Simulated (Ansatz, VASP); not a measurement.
# One calculation of AlN, two programs

```
CELL_PARAMETERS angstrom
0.00000 2.18399 2.18399
2.18399 0.00000 2.18399
2.18399 2.18399 0.00000
ATOMIC_POSITIONS crystal
Al 0.00000 0.00000 0.00000
N 0.81868 0.68132 0.68132
```

Alike in both runs: task single point; functional PBE; k mesh 10 × 10 × 10; occupations gaussian, width 0.05 eV; no spin polarisation.

|  | VASP | Ansatz |
| --- | --- | --- |
| version | VASP 6.6.1 | Ansatz 0.2.0 |
| potentials or method | VASP PAW PBE potentials, release 64 (Al, N), cutoff 520 eV | scalar-relativistic, plane waves, PAW |
| valence electrons in the cell | 8 | 8 |

|  | VASP | Ansatz | Ansatz less VASP |
| --- | --- | --- | --- |
| gap on the k mesh at the Fermi level (eV) | 2.59 | 2.60 | +0.012 |
| least direct gap on the mesh (eV) | 3.34 | 3.33 | -0.009 |
| pressure (GPa) | 15.4 | 15.5 | +0.10 |
| traceless stress, the component that is largest in VASP (GPa) | -24.08 | -23.90 | +0.188 |
| rms of the force components (eV/Å) | 2.318 | 2.307 | -0.0112 |

Atom by atom the forces differ by 0.011 eV/Å (rms over components).
